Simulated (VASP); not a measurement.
# Tl (Pm-3m) in VASP: single point with LDA

Aim: the single point of Tl with LDA.

Everything below comes from runs of VASP 6.6.1. Logs are shortened: lines on timing, memory, paths and dates and some standing lists are left out, and cuts for length are marked.

**1. The cell of the first run**

The structure is cubic, space group Pm-3m (No. 221). Conventional cell: a = 3.092 Å, b = 3.092 Å, c = 3.092 Å, α = 90.00°, β = 90.00°, γ = 90.00°. Within 4.1 Å of Tl (site symmetry m-3m) lie 6 Tl at 3.09 Å.

**2. Single point, LDA**

Input file INCAR:

```
  PREC = Accurate
  ENCUT = 520
  EDIFF = 1E-6
  ISMEAR = -1
  SIGMA = 0.13605693000000002
  LREAL = False
  LASPH = True
  NELM = 60
  ALGO = Normal
  ISIF = 2
  LWAVE = False
  LCHARG = False
  GGA = CA
  NBANDS = 12
```

Input file KPOINTS:

```
regular mesh
0
Gamma
  11 11 11
```

Input file POSCAR:

```
Tl
1.0
    3.0924547685      0.0000000000      0.0000000000
    0.0000000000      3.0924547685      0.0000000000
    0.0000000000      0.0000000000      3.0924547685
Tl
1
Direct
    0.0000000000      0.0000000000      0.0000000000
```

Potentials or basis: VASP PAW LDA potentials, release 64 (Tl_d).

The run is started by

```sh
> cat potpaw_LDA.64/Tl_d/POTCAR > POTCAR
> mpirun -np 1 vasp_std > vasp.out
```

OUTCAR:

```text
PREC = Accurate
   ENCUT = 520
   EDIFF = 1E-6
   ISMEAR = -1
   LREAL = False
   LASPH = True
   NELM = 60
   ISIF = 2
   GGA = CA

 ion  position               nearest neighbor table
   1  0.000  0.000  0.000-

  LATTYP: Found a simple cubic cell.
 ALAT       =     3.0924547685

  Lattice vectors:

 A1 = (   3.0924547685,   0.0000000000,   0.0000000000)
 A2 = (   0.0000000000,   3.0924547685,   0.0000000000)
 A3 = (   0.0000000000,   0.0000000000,   3.0924547685)

Analysis of symmetry for initial positions (statically):
=====================================================================
 Subroutine PRICEL returns:
 Original cell was already a primitive cell.

 Routine SETGRP: Setting up the symmetry group for a
 simple cubic supercell.

 Subroutine GETGRP returns: Found 48 space group operations
 (whereof 48 operations were pure point group operations)
 out of a pool of 48 trial point group operations.

The static configuration has the point symmetry O_h .

Analysis of symmetry for dynamics (positions and initial velocities):
=====================================================================
 Subroutine PRICEL returns:
 Original cell was already a primitive cell.

 Routine SETGRP: Setting up the symmetry group for a
 simple cubic supercell.

 Subroutine GETGRP returns: Found 48 space group operations
 (whereof 48 operations were pure point group operations)
 out of a pool of 48 trial point group operations.

The dynamic configuration has the point symmetry O_h .

 Subroutine INISYM returns: Found 48 space group operations
 (whereof 48 operations are pure point group operations),
 and found     1 'primitive' translations

----------------------------------------------------------------------------------------

                                     Primitive cell

  volume of cell :      29.5740

  direct lattice vectors                    reciprocal lattice vectors
     3.092454769  0.000000000  0.000000000     0.323367705  0.000000000  0.000000000
     0.000000000  3.092454769  0.000000000     0.000000000  0.323367705  0.000000000
     0.000000000  0.000000000  3.092454769     0.000000000  0.000000000  0.323367705

  length of vectors
     3.092454769  3.092454769  3.092454769     0.323367705  0.323367705  0.323367705

[... 77 lines left out ...]
   NELM   =     60;   NELMIN=  2; NELMDL= -5     # of ELM steps
   EDIFF  = 0.1E-05   stopping-criterion for ELM
   LREAL  =      F    real-space projection
   EDIFFG = 0.1E-04   stopping-criterion for IOM
   NSW    =      0    number of steps for IOM
   IBRION =     -1    ionic relax: 0-MD 1-quasi-New 2-CG
   NFREE  =      0    steps in history (QN), initial steepest desc. (CG)
   ISIF   =      2    stress and relaxation
   ISYM   =      2    0-nonsym 1-usesym 2-fastsym
   POTIM  = 0.5000    time-step for ionic-motion
   TEBEG  =    0.0;   TEEND  =   0.0 temperature during run
   PSTRESS=    0.0 pullay stress
   NELECT =      13.0000    total number of electrons
   NUPDOWN=      -1.0000    fix difference up-down
   EMIN   =  10.00;   EMAX   =-10.00  energy-range for DOS
   EFERMI =   0.00;   METHOD = LEGACY
   ISMEAR =    -1;   SIGMA  =   0.14  broadening in eV -4-tet -1-fermi 0-gaus
   EFERMI_NEDOS =   21; number of points for ismear=-14 and -15
   IALGO  =     38    algorithm
   IMIX   =      4    mixing-type and parameters
     AMIX     =   0.40;   BMIX     =  1.00
     AMIX_MAG =   1.60;   BMIX_MAG =  1.00
  volume/ion in A,a.u.               =      29.57       199.58
  Fermi-wavevector in a.u.,A,eV,Ry     =   1.244761  2.352257 21.081270  1.549430
  Thomas-Fermi vector in A             =   2.379013
   LORBIT       =      0    0 simple, 1 ext, 2 COOP (PROOUT), +10 PAW based schemes
   GGA     = CA    functional components
   LHFCALC =     F    Hartree Fock is set to
   AEXX    =    0.0000 exact exchange contribution
   IVDW    =     0    specifies the selected vdW correction
   LEPSILON=     F    determine dielectric tensor
   LRPA    =     F    only Hartree local field effects (RPA)
 non-spin polarized calculation
  energy-cutoff  :      520.00
  volume of cell :       29.57
 maximum number of plane-waves:       812
 NGX is ok and might be reduce to    24
   NGX = 11   NGY = 11   NGZ = 11

 number of electron      12.9999996 magnetization

 Free energy of the ion-electron system (eV)
  ---------------------------------------------------
  ext. energy  EPLUGINS =         0.00000000
  ---------------------------------------------------
  free energy    TOTEN  =        -2.82336409 eV

  energy without entropy =       -2.79155727  energy(sigma->0) =       -2.80746068

 E-fermi :   5.9464     XC(G=0): -10.2467

 val. band max:        5.8598995546   @ k =   0.4545   0.4545   0.0909
 cond. band min:       5.9834256963   @ k =   0.3636   0.2727   0.0909
 fundamental gap:      0.1235261417
 Fermi energy:         5.9463981384

 k-point     1 :       0.0000    0.0000    0.0000
  band No.  band energies     occupation
      1      -6.4139      2.00000
      2      -6.4139      2.00000
      3      -5.1526      2.00000
      4      -5.1526      2.00000
      5      -5.1526      2.00000
      6      -4.1879      2.00000
      7      13.0894      0.00000
      8      13.0894      0.00000
      9      13.0894      0.00000
     10      16.4025      0.00000
     11      17.9552      0.00000
     12      17.9552      0.00000
[... 331 lines left out ...]
 k-point    24 :       0.2727    0.0909    0.0909
  band No.  band energies     occupation
      1      -6.2632      2.00000
      2      -5.9386      2.00000
      3      -5.4152      2.00000
      4      -5.3978      2.00000
      5      -5.1940      2.00000
      6      -2.5684      2.00000
      7       7.0663      0.00053
      8      12.9650      0.00000
      9      13.2494      0.00000
     10      18.9630      0.00000
     11      19.2368      0.00000
     12      21.8214      0.00000

 [... further k-points ...]
[... 5 lines left out ...]
  --------------------------------------------------------------------------------------
  -------------------------------------------------------------------------------------
  Total        0.0157338      0.0157338      0.0157338     -0.0000000     -0.0000000     -0.0000000
  in kB        0.8523827      0.8523827      0.8523827     -0.0000000     -0.0000000     -0.0000000
  external PRESSURE =       0.8523827 kB  Pullay stress =       0.0000000 kB

 VOLUME and BASIS-vectors are now :
 -----------------------------------------------------------------------------
  energy-cutoff  :      520.00
  volume of cell :       29.57
      direct lattice vectors                 reciprocal lattice vectors
     3.092454769  0.000000000  0.000000000     0.323367705  0.000000000  0.000000000
     0.000000000  3.092454769  0.000000000     0.000000000  0.323367705  0.000000000
     0.000000000  0.000000000  3.092454769     0.000000000  0.000000000  0.323367705

 POSITION                                       TOTAL-FORCE (eV/Angst)
 -----------------------------------------------------------------------------------
      0.00000      0.00000      0.00000         0.000000      0.000000      0.000000
 -----------------------------------------------------------------------------------
    total drift:                               -0.000000     -0.000000      0.000000

  FREE ENERGIE OF THE ION-ELECTRON SYSTEM (eV)
  ---------------------------------------------------
  free  energy   TOTEN  =        -2.8233640895 eV

  energy  without entropy=       -2.7915572707  energy(sigma->0) =       -2.80746068
```

OSZICAR:

```text
N       E                     dE             d eps       ncg     rms          rms(c)
DAV:   1     0.530648164712E+02    0.53065E+02   -0.66253E+03  1400   0.934E+02
DAV:   2    -0.220453637628E+01   -0.55269E+02   -0.54227E+02  1552   0.218E+02
DAV:   3    -0.285669350091E+01   -0.65216E+00   -0.65168E+00  1588   0.217E+01
DAV:   4    -0.285997377235E+01   -0.32803E-02   -0.32801E-02  1544   0.176E+00
DAV:   5    -0.286001604424E+01   -0.42272E-04   -0.42272E-04  1604   0.195E-01    0.269E+00
DAV:   6    -0.282939293692E+01    0.30623E-01   -0.50470E-02  1492   0.211E+00    0.185E+00
DAV:   7    -0.282384700113E+01    0.55459E-02   -0.16397E-02  1540   0.118E+00    0.702E-01
DAV:   8    -0.282336292649E+01    0.48407E-03   -0.89947E-04  1520   0.292E-01    0.356E-02
DAV:   9    -0.282336396408E+01   -0.10376E-05   -0.46912E-06  1596   0.227E-02    0.561E-03
DAV:  10    -0.282336408945E+01   -0.12537E-06   -0.33986E-07   976   0.569E-03
   1 F= -.28233641E+01 E0= -.28074607E+01  d E =-.318068E-01
```

Run time: 6.5 s. Hardware: 1 thread of Intel Xeon Platinum 8488C (Sapphire Rapids), shared host; peak memory 0.13 GiB.

Results:

| Quantity | Value |
| --- | --- |
| Free energy | -2.8234 eV |
| Pressure | 0.1 GPa |

Caveat: spin-orbit coupling is left out, which moves the levels of the heavy elements.
